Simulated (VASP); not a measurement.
# AlN (P6_3mc) in VASP: notebook, part 3 of 3

VASP 6.6.1.

### Step 4. Density of states, PBEsol

Contents of POSCAR:

```
AlN
1.0
    3.1110021516      0.0000000000      0.0000000000
   -1.5555010758      2.6942068945      0.0000000000
    0.0000000000      0.0000000000      4.9780000000
Al N
2 2
Direct
    0.3333333333      0.6666666667      0.0000000000
    0.6666666667      0.3333333333      0.5000000000
    0.3333333333      0.6666666667      0.3850000000
    0.6666666667      0.3333333333      0.8850000000
```

Contents of INCAR.step1:

```
SYSTEM = AlN
PREC     = Accurate       ! precision mode
ENCUT    = 520            ! plane-wave cutoff, eV
EDIFF    = 1E-6           ! SCF threshold, eV
ISMEAR   = -1             ! smearing method
SIGMA    = 0.02           ! smearing width, eV
LREAL    = .False.        ! projectors in reciprocal space
LASPH    = .True.         ! aspherical terms in the spheres
NELM     = 80             ! most SCF steps
ALGO     = Normal         ! electronic algorithm
ISIF     = 2              ! what is computed and relaxed
LWAVE    = .False.        ! write WAVECAR
LCHARG   = .True.         ! write CHGCAR
GGA      = PS             ! functional
NBANDS   = 16             ! bands
```

Contents of KPOINTS.step1:

```
Automatic mesh
0
Gamma
  11 11 6
  0 0 0
```

Contents of INCAR.step2:

```
SYSTEM = AlN
PREC     = Accurate       ! precision mode
ENCUT    = 520            ! plane-wave cutoff, eV
EDIFF    = 1E-6           ! SCF threshold, eV
ISMEAR   = -5             ! smearing method
SIGMA    = 0.02           ! smearing width, eV
LREAL    = .False.        ! projectors in reciprocal space
LASPH    = .True.         ! aspherical terms in the spheres
NELM     = 80             ! most SCF steps
ALGO     = Normal         ! electronic algorithm
ISIF     = 2              ! what is computed and relaxed
LWAVE    = .False.        ! write WAVECAR
LCHARG   = .False.        ! write CHGCAR
GGA      = PS             ! functional
LORBIT   = 11             ! projections on sites
NEDOS    = 2001           ! points of the DOS
ICHARG   = 11             ! starting density
```

Contents of KPOINTS.step2:

```
Automatic mesh
0
Gamma
  17 17 9
  0 0 0
```

Potentials or basis: VASP PAW PBE potentials, release 64 (Al, N).

Run with:

```console
> cat potpaw_PBE.64/Al/POTCAR potpaw_PBE.64/N/POTCAR > POTCAR
> cp INCAR.step1 INCAR
> cp KPOINTS.step1 KPOINTS
> mpirun -np 1 vasp_std > vasp.out
> cp INCAR.step2 INCAR
> cp KPOINTS.step2 KPOINTS
> mpirun -np 1 vasp_std > vasp.out
```

OUTCAR:

```text
SYSTEM = AlN
   PREC = Accurate
   ENCUT = 520
   EDIFF = 1E-6
   ISMEAR = -5
   LREAL = .False.
   LASPH = .True.
   NELM = 80
   ISIF = 2
   GGA = PS
   LORBIT = 11
   ICHARG = 11

 ion  position               nearest neighbor table
   1  0.333  0.667  0.000-   4 1.89   4 1.89   4 1.89   3 1.92   2 3.07   2 3.07   2 3.07   2 3.07
                             2 3.07   2 3.07
   2  0.667  0.333  0.500-   3 1.89   3 1.89   3 1.89   4 1.92   1 3.07   1 3.07   1 3.07   1 3.07
                             1 3.07   1 3.07
   3  0.333  0.667  0.385-   2 1.89   2 1.89   2 1.89   1 1.92
   4  0.667  0.333  0.885-   1 1.89   1 1.89   1 1.89   2 1.92

  LATTYP: Found a hexagonal cell.
 ALAT       =     3.1110021516
 C/A-ratio  =     1.6001274694

  Lattice vectors:

 A1 = (   3.1110021516,   0.0000000000,   0.0000000000)
 A2 = (  -1.5555010758,   2.6942068945,   0.0000000000)
 A3 = (   0.0000000000,   0.0000000000,   4.9780000000)

Analysis of symmetry for initial positions (statically):
=====================================================================
 Subroutine PRICEL returns:
 Original cell was already a primitive cell.

 Routine SETGRP: Setting up the symmetry group for a
 hexagonal supercell.

 Subroutine GETGRP returns: Found 12 space group operations
 (whereof  6 operations were pure point group operations)
 out of a pool of 24 trial point group operations.

The static configuration has the point symmetry C_3v.
 The point group associated with its full space group is C_6v.

Analysis of symmetry for dynamics (positions and initial velocities):
=====================================================================
 Subroutine PRICEL returns:
 Original cell was already a primitive cell.

 Routine SETGRP: Setting up the symmetry group for a
 hexagonal supercell.

 Subroutine GETGRP returns: Found 12 space group operations
 (whereof  6 operations were pure point group operations)
 out of a pool of 24 trial point group operations.

The dynamic configuration has the point symmetry C_3v.
[... 142 lines left out ...]
 NGX is ok and might be reduce to    24

 number of electron      15.9999998 magnetization

 Free energy of the ion-electron system (eV)
  ---------------------------------------------------
  ext. energy  EPLUGINS =         0.00000000
  ---------------------------------------------------
  free energy    TOTEN  =       -31.30951324 eV

  energy without entropy =      -31.30951324  energy(sigma->0) =      -31.30951324

 E-fermi :   6.1319     XC(G=0): -11.1119

 val. band max:        6.1271162513   @ k =   0.0000   0.0000   0.0000
 cond. band min:      10.2177728746   @ k =   0.0000   0.0000   0.0000
 fundamental gap:      4.0906566233
 Fermi energy:         6.1318998745

 k-point     1 :       0.0000    0.0000    0.0000
  band No.  band energies     occupation
      1      -9.1010      2.00000
      2      -6.9136      2.00000
      3       0.0323      2.00000
      4       5.1771      2.00000
      5       5.1771      2.00000
      6       5.8327      2.00000
      7       5.8327      2.00000
      8       6.1271      2.00000
      9      10.2178      0.00000
     10      12.6587      0.00000
     11      16.6325      0.00000
     12      17.1095      0.00000
[... 331 lines left out ...]
 k-point    24 :       0.1765    0.1765    0.0000
  band No.  band energies     occupation
      1      -8.0078      2.00000
      2      -6.4160      2.00000
      3       1.3804      2.00000
      4       2.4504      2.00000
      5       2.5031      2.00000
      6       4.2197      2.00000
      7       5.0473      2.00000
      8       5.4335      2.00000
      9      12.9726      0.00000
     10      13.2164      0.00000
     11      14.4375      0.00000
     12      15.2519      0.00000

 [... further k-points ...]
[... 5 lines left out ...]
  --------------------------------------------------------------------------------------
  -------------------------------------------------------------------------------------
  Total        0.3183577      0.3183577     -0.2003182      0.0000000     -0.0000000      0.0000000
  in kB       12.2247439     12.2247439     -7.6920996      0.0000000     -0.0000000      0.0000000
  external PRESSURE =       5.5857961 kB  Pullay stress =       0.0000000 kB

 VOLUME and BASIS-vectors are now :
 -----------------------------------------------------------------------------
  energy-cutoff  :      520.00
  volume of cell :       41.72
      direct lattice vectors                 reciprocal lattice vectors
     3.111002152  0.000000000  0.000000000     0.321439829  0.185583372  0.000000000
    -1.555501076  2.694206895  0.000000000     0.000000000  0.371166744  0.000000000
     0.000000000  0.000000000  4.978000000     0.000000000  0.000000000  0.200883889

 POSITION                                       TOTAL-FORCE (eV/Angst)
 -----------------------------------------------------------------------------------
     -0.00000      1.79614      0.00000         0.000000     -0.000000      0.177982
      1.55550      0.89807      2.48900        -0.000000     -0.000000      0.177982
     -0.00000      1.79614      1.91653         0.000000     -0.000000     -0.177982
      1.55550      0.89807      4.40553        -0.000000      0.000000     -0.177982
 -----------------------------------------------------------------------------------
    total drift:                               -0.000000      0.000000      0.000599

  FREE ENERGIE OF THE ION-ELECTRON SYSTEM (eV)
  ---------------------------------------------------
  free  energy   TOTEN  =       -31.3095132426 eV

  energy  without entropy=      -31.3095132426  energy(sigma->0) =      -31.30951324

 total charge

# of ion       s       p       d       tot
------------------------------------------
    1        0.369   0.443   0.000   0.812
    2        0.369   0.443   0.000   0.812
    3        1.217   2.629   0.000   3.846
    4        1.217   2.629   0.000   3.846
--------------------------------------------------
tot          3.173   6.142   0.000   9.315
```

Wall time 3 min (1 thread of AMD EPYC 7R13, shared host); peak memory 0.17 GiB.

What came out:

```yaml
Valence_electrons_inside_the_program's_atomic_spheres: Al 0.81; N 3.85
```

Caveat: the PAW data sets were made with another functional, which shifts forces and pressure a little.

### Step 5. How close it comes

Step 2. Against the measured gap of AlN, 6.0343 eV (an exciton energy, a little under the gap; 0 K; quoted in “Structural and optical properties of self-assembled AlN nanowires grown on SiO2/Si substrates by molecular beam epitaxy”, 2024, arxiv:2402.00216), the calculated 4.09 eV is off by -1.94 eV. 2 values of this kind are on record (6.034 to 6.0343 eV); this one was drawn at random. The value is that of PBEsol on a finite k mesh, which can miss the band edges, without temperature or zero-point motion. Semilocal functionals fall short of measured gaps as a rule.

Step 3. A measured gap of AlN is 6.0343 eV (an exciton energy, a little under the gap; 0 K; quoted in “Structural and optical properties of self-assembled AlN nanowires grown on SiO2/Si substrates by molecular beam epitaxy”, 2024, arxiv:2402.00216); the calculated 4.09 eV misses it by -1.94 eV. 2 values of this kind are on record (6.034 to 6.0343 eV); this one was drawn at random. The value is that of PBEsol on a finite k mesh, which can miss the band edges, without temperature or zero-point motion. Semilocal functionals fall short of measured gaps as a rule.
